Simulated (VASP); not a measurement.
# CsBr (Pm-3m) in VASP: a series of runs

CsBr is run at these levels: PBE; tasks: single point, relaxation of the atoms.

Everything below comes from runs of VASP 6.6.1. Logs are shortened: lines on timing, memory, paths and dates and some standing lists are left out, and cuts for length are marked.

### 1 The cell of the first run

It takes space group Pm-3m (No. 221, cubic). The conventional cell has a = 4.326 Å, b = 4.326 Å, c = 4.326 Å, α = 90.00°, β = 90.00°, γ = 90.00°. Within 4.9 Å of Cs (site symmetry m-3m) lie 8 Br at 3.75 Å and 6 Cs at 4.33 Å. Within 4.9 Å of Br (site symmetry m-3m) lie 8 Cs at 3.75 Å and 6 Br at 4.33 Å.

### 2 Single point, PBE

INCAR reads:

```
SYSTEM = CsBr
PREC = Accurate
ENCUT = 500
EDIFF = 1E-6
ISMEAR = -1
SIGMA = 0.03
LREAL = .FALSE.
LASPH = .TRUE.
NELM = 120
ALGO = Normal
ISIF = 2
LWAVE = .FALSE.
LCHARG = .TRUE.
GGA = PE
LELF = .TRUE.
LVHAR = .TRUE.
NBANDS = 15
GGA_COMPAT = .FALSE.
```

KPOINTS reads:

```
regular mesh
0
G
  7 7 7
  0 0 0
```

POSCAR reads:

```
CsBr
1.0
    4.3256222200      0.0000000000      0.0000000000
    0.0000000000      4.3256222200      0.0000000000
    0.0000000000      0.0000000000      4.3256222200
Cs Br
1 1
Direct
    0.0000000000      0.0000000000      0.0000000000
    0.5000000000      0.5000000000      0.5000000000
```

Potentials or basis: VASP PAW PBE potentials, release 64 (Cs_sv, Br).

Run with:

```
$ cat potpaw_PBE.64/Cs_sv/POTCAR potpaw_PBE.64/Br/POTCAR > POTCAR
$ mpirun -np 1 vasp_std > vasp.out
```

OUTCAR:

```text
SYSTEM = CsBr
   PREC = Accurate
   ENCUT = 500
   EDIFF = 1E-6
   ISMEAR = -1
   LREAL = .FALSE.
   LASPH = .TRUE.
   NELM = 120
   ISIF = 2
   GGA = PE

 ion  position               nearest neighbor table
   1  0.000  0.000  0.000-
   2  0.500  0.500  0.500-

  LATTYP: Found a simple cubic cell.
 ALAT       =     4.3256222200

  Lattice vectors:

 A1 = (   4.3256222200,   0.0000000000,   0.0000000000)
 A2 = (   0.0000000000,   4.3256222200,   0.0000000000)
 A3 = (   0.0000000000,   0.0000000000,   4.3256222200)

Analysis of symmetry for initial positions (statically):
=====================================================================
 Subroutine PRICEL returns:
 Original cell was already a primitive cell.

 Routine SETGRP: Setting up the symmetry group for a
 simple cubic supercell.

 Subroutine GETGRP returns: Found 48 space group operations
 (whereof 48 operations were pure point group operations)
 out of a pool of 48 trial point group operations.

The static configuration has the point symmetry O_h .

Analysis of symmetry for dynamics (positions and initial velocities):
=====================================================================
 Subroutine PRICEL returns:
 Original cell was already a primitive cell.

 Routine SETGRP: Setting up the symmetry group for a
 simple cubic supercell.

 Subroutine GETGRP returns: Found 48 space group operations
 (whereof 48 operations were pure point group operations)
 out of a pool of 48 trial point group operations.

The dynamic configuration has the point symmetry O_h .

 Subroutine INISYM returns: Found 48 space group operations
 (whereof 48 operations are pure point group operations),
 and found     1 'primitive' translations

----------------------------------------------------------------------------------------

                                     Primitive cell

  volume of cell :      80.9368

  direct lattice vectors                    reciprocal lattice vectors
     4.325622220  0.000000000  0.000000000     0.231180614  0.000000000  0.000000000
     0.000000000  4.325622220  0.000000000     0.000000000  0.231180614  0.000000000
     0.000000000  0.000000000  4.325622220     0.000000000  0.000000000  0.231180614

  length of vectors
     4.325622220  4.325622220  4.325622220     0.231180614  0.231180614  0.231180614

  position of ions in fractional coordinates (direct lattice)
     0.000000000  0.000000000  0.000000000
     0.500000000  0.500000000  0.500000000

  ion indices of the primitive-cell ions
   primitive index   ion index
                 1           1
                 2           2

----------------------------------------------------------------------------------------

 KPOINTS: regular mesh

Automatic generation of k-mesh.
 Grid dimensions read from file:
 generate k-points for:    7    7    7

 Generating k-lattice:

  Cartesian coordinates                     Fractional coordinates (reciprocal lattice)
     0.033025802  0.000000000  0.000000000     0.142857143  0.000000000  0.000000000
     0.000000000  0.033025802  0.000000000     0.000000000  0.142857143  0.000000000
     0.000000000  0.000000000  0.033025802     0.000000000  0.000000000  0.142857143

  Length of vectors
     0.033025802  0.033025802  0.033025802

  Shift w.r.t. Gamma in fractional coordinates (k-lattice)
     0.000000000  0.000000000  0.000000000

 Subroutine IBZKPT returns following result:
 ===========================================

 Found     20 irreducible k-points:

 Following reciprocal coordinates:
            Coordinates               Weight
  0.000000  0.000000  0.000000      1.000000
  0.142857  0.000000  0.000000      6.000000
  0.285714  0.000000  0.000000      6.000000
  0.428571  0.000000  0.000000      6.000000
  0.142857  0.142857  0.000000     12.000000
  0.285714  0.142857  0.000000     24.000000
[... 12 lines left out ...]
  0.428571  0.428571  0.285714     24.000000
  0.428571  0.428571  0.428571      8.000000
   k-points           NKPTS =     20   k-points in BZ     NKDIM =     20   number of bands    NBANDS=     15
   number of dos      NEDOS =    301   number of ions     NIONS =      2
   total plane-waves  NPLWV =  32768
   dimension x,y,z NGX =    32 NGY =   32 NGZ =   32
   dimension x,y,z NGXF=    64 NGYF=   64 NGZF=   64
   ions per type =               1   1
   NGX,Y,Z   is equivalent  to a cutoff of  12.30, 12.30, 12.30 a.u.
   NGXF,Y,Z  is equivalent  to a cutoff of  24.60, 24.60, 24.60 a.u.
 SYSTEM =  CsBr
   PREC   = accura    normal or accurate (medium, high low for compatibility)
   ISTART =      0    job   : 0-new  1-cont  2-samecut
   ICHARG =      2    charge: 1-file 2-atom 10-const
   ISPIN  =      1    spin polarized calculation?
   LNONCOLLINEAR =      F non collinear calculations
   LSORBIT =      F    spin-orbit coupling
   LASPH  =      T    aspherical Exc in radial PAW
   ENCUT  =  500.0 eV  36.75 Ry    6.06 a.u.   7.89  7.89  7.89*2*pi/ulx,y,z
   NELM   =    120;   NELMIN=  2; NELMDL= -5     # of ELM steps
   EDIFF  = 0.1E-05   stopping-criterion for ELM
   LREAL  =      F    real-space projection
   EDIFFG = 0.1E-04   stopping-criterion for IOM
   NSW    =      0    number of steps for IOM
   IBRION =     -1    ionic relax: 0-MD 1-quasi-New 2-CG
   NFREE  =      0    steps in history (QN), initial steepest desc. (CG)
   ISIF   =      2    stress and relaxation
   ISYM   =      2    0-nonsym 1-usesym 2-fastsym
   POTIM  = 0.5000    time-step for ionic-motion
   TEBEG  =    0.0;   TEEND  =   0.0 temperature during run
   PSTRESS=    0.0 pullay stress
   NELECT =      16.0000    total number of electrons
   NUPDOWN=      -1.0000    fix difference up-down
   EMIN   =  10.00;   EMAX   =-10.00  energy-range for DOS
   EFERMI =   0.00;   METHOD = LEGACY
   ISMEAR =    -1;   SIGMA  =   0.03  broadening in eV -4-tet -1-fermi 0-gaus
   EFERMI_NEDOS =   21; number of points for ismear=-14 and -15
   IALGO  =     38    algorithm
   IMIX   =      4    mixing-type and parameters
     AMIX     =   0.40;   BMIX     =  1.00
     AMIX_MAG =   1.60;   BMIX_MAG =  1.00
  volume/ion in A,a.u.               =      40.47       273.09
  Fermi-wavevector in a.u.,A,eV,Ry     =   0.953673  1.802181 12.374397  0.909493
  Thomas-Fermi vector in A             =   2.082350
   LORBIT       =      0    0 simple, 1 ext, 2 COOP (PROOUT), +10 PAW based schemes
   GGA     = PE    functional components
   LHFCALC =     F    Hartree Fock is set to
   AEXX    =    0.0000 exact exchange contribution
   IVDW    =     0    specifies the selected vdW correction
   LEPSILON=     F    determine dielectric tensor
   LRPA    =     F    only Hartree local field effects (RPA)
 non-spin polarized calculation
  energy-cutoff  :      500.00
  volume of cell :       80.94
 maximum number of plane-waves:      2103
 NGX is ok and might be reduce to    32
   NGX = 15   NGY = 15   NGZ = 15

 number of electron      16.0000002 magnetization

 Free energy of the ion-electron system (eV)
  ---------------------------------------------------
  ext. energy  EPLUGINS =         0.00000000
  ---------------------------------------------------
  free energy    TOTEN  =        -6.01663435 eV

  energy without entropy =       -6.01663435  energy(sigma->0) =       -6.01663435

 E-fermi :   0.1931     XC(G=0):  -7.9522

 val. band max:       -0.4394869606   @ k =   0.0000   0.0000   0.0000
 cond. band min:       3.9789962398   @ k =   0.0000   0.0000   0.0000
 fundamental gap:      4.4184832004
 Fermi energy:         0.1930556034

 k-point     1 :       0.0000    0.0000    0.0000
  band No.  band energies     occupation
      1     -20.2505      2.00000
      2     -12.7672      2.00000
      3      -6.8548      2.00000
      4      -6.8548      2.00000
      5      -6.8548      2.00000
      6      -0.4395      2.00000
      7      -0.4395      2.00000
      8      -0.4395      2.00000
      9       3.9790      0.00000
     10       4.5076      0.00000
     11       4.5076      0.00000
     12       8.6020      0.00000
     13       8.6020      0.00000
     14       8.6020      0.00000
     15      11.5536      0.00000

 k-point     2 :       0.1429    0.0000    0.0000
  band No.  band energies     occupation
      1     -20.2415      2.00000
      2     -12.7688      2.00000
      3      -6.9302      2.00000
      4      -6.8372      2.00000
      5      -6.8372      2.00000
      6      -0.7410      2.00000
      7      -0.4739      2.00000
      8      -0.4739      2.00000
      9       4.4587      0.00000
     10       4.6355      0.00000
     11       4.9435      0.00000
     12       8.4872      0.00000
     13       8.4872      0.00000
     14       8.7031      0.00000
     15      10.4740      0.00000

 k-point     3 :       0.2857    0.0000    0.0000
  band No.  band energies     occupation
      1     -20.2214      2.00000
      2     -12.7734      2.00000
      3      -7.0874      2.00000
      4      -6.7969      2.00000
      5      -6.7969      2.00000
      6      -1.2903      2.00000
      7      -0.5534      2.00000
      8      -0.5534      2.00000
      9       4.9891      0.00000
     10       5.5411      0.00000
     11       6.0108      0.00000
     12       8.3440      0.00000
     13       8.3440      0.00000
     14       8.9684      0.00000
     15       9.0389      0.00000

 k-point     4 :       0.4286    0.0000    0.0000
  band No.  band energies     occupation
      1     -20.2051      2.00000
      2     -12.7781      2.00000
      3      -7.2023      2.00000
      4      -6.7639      2.00000
      5      -6.7639      2.00000
      6      -1.6547      2.00000
      7      -0.6194      2.00000
      8      -0.6194      2.00000
      9       5.4035      0.00000
     10       6.5557      0.00000
     11       7.0278      0.00000
     12       8.0501      0.00000
     13       8.3382      0.00000
     14       8.3382      0.00000
     15       9.2415      0.00000
[... 235 lines left out ...]
 k-point    18 :       0.4286    0.2857    0.2857
  band No.  band energies     occupation
      1     -20.1556      2.00000
      2     -12.6651      2.00000
      3      -7.2832      2.00000
      4      -7.1164      2.00000
      5      -7.0646      2.00000
      6      -1.2637      2.00000
      7      -1.2087      2.00000
      8      -0.8924      2.00000
      9       6.1993      0.00000
     10       6.5267      0.00000
     11       6.9360      0.00000
     12       7.5554      0.00000
     13       8.0408      0.00000
     14       8.6241      0.00000
     15      11.2561      0.00000

 k-point    19 :       0.4286    0.4286    0.2857
  band No.  band energies     occupation
      1     -20.1419      2.00000
      2     -12.6359      2.00000
      3      -7.2762      2.00000
      4      -7.2735      2.00000
      5      -7.0476      2.00000
      6      -1.3377      2.00000
      7      -1.3079      2.00000
      8      -1.0994      2.00000
      9       6.4046      0.00000
     10       6.6686      0.00000
     11       7.1714      0.00000
     12       7.4250      0.00000
     13       8.9637      0.00000
     14       8.9804      0.00000
     15      11.1238      0.00000

 k-point    20 :       0.4286    0.4286    0.4286
  band No.  band energies     occupation
      1     -20.1286      2.00000
      2     -12.6102      2.00000
      3      -7.2335      2.00000
      4      -7.2192      2.00000
      5      -7.2192      2.00000
      6      -1.4856      2.00000
      7      -1.4856      2.00000
      8      -1.4004      2.00000
      9       7.1014      0.00000
     10       7.5982      0.00000
     11       7.5982      0.00000
     12       8.4359      0.00000
     13       8.4359      0.00000
     14       8.5314      0.00000
     15      11.0192      0.00000

------------------------ aborting loop because EDIFF is reached ----------------------------------------

  FORCE on cell =-STRESS in cart. coord.  units (eV):
  Direction    XX          YY          ZZ          XY          YZ          ZX
  --------------------------------------------------------------------------------------
  -------------------------------------------------------------------------------------
  Total        0.3298278      0.3298278      0.3298278      0.0000000      0.0000000      0.0000000
  in kB        6.5290815      6.5290815      6.5290815      0.0000000      0.0000000      0.0000000
  external PRESSURE =       6.5290815 kB  Pullay stress =       0.0000000 kB

 VOLUME and BASIS-vectors are now :
 -----------------------------------------------------------------------------
  energy-cutoff  :      500.00
  volume of cell :       80.94
      direct lattice vectors                 reciprocal lattice vectors
     4.325622220  0.000000000  0.000000000     0.231180614  0.000000000  0.000000000
     0.000000000  4.325622220  0.000000000     0.000000000  0.231180614  0.000000000
     0.000000000  0.000000000  4.325622220     0.000000000  0.000000000  0.231180614

 POSITION                                       TOTAL-FORCE (eV/Angst)
 -----------------------------------------------------------------------------------
      0.00000      0.00000      0.00000         0.000000      0.000000      0.000000
      2.16281      2.16281      2.16281         0.000000      0.000000      0.000000
 -----------------------------------------------------------------------------------
    total drift:                                0.000000      0.000000     -0.000000

  FREE ENERGIE OF THE ION-ELECTRON SYSTEM (eV)
  ---------------------------------------------------
  free  energy   TOTEN  =        -6.0166343546 eV

  energy  without entropy=       -6.0166343545  energy(sigma->0) =       -6.01663435
```

It took 32 s on 1 thread of AMD EPYC 7R13, shared host; peak memory 0.15 GiB.

What came out:

* Free energy: -6.0166 eV
* Pressure: 0.7 GPa
* Band gap on the k mesh: 4.42 eV, direct

Caveat: spin-orbit coupling is left out, which moves the levels of the heavy elements. Expect the measured gap to be larger: semilocal functionals such as PBE lack the derivative discontinuity.

[end of part 1 of 2]
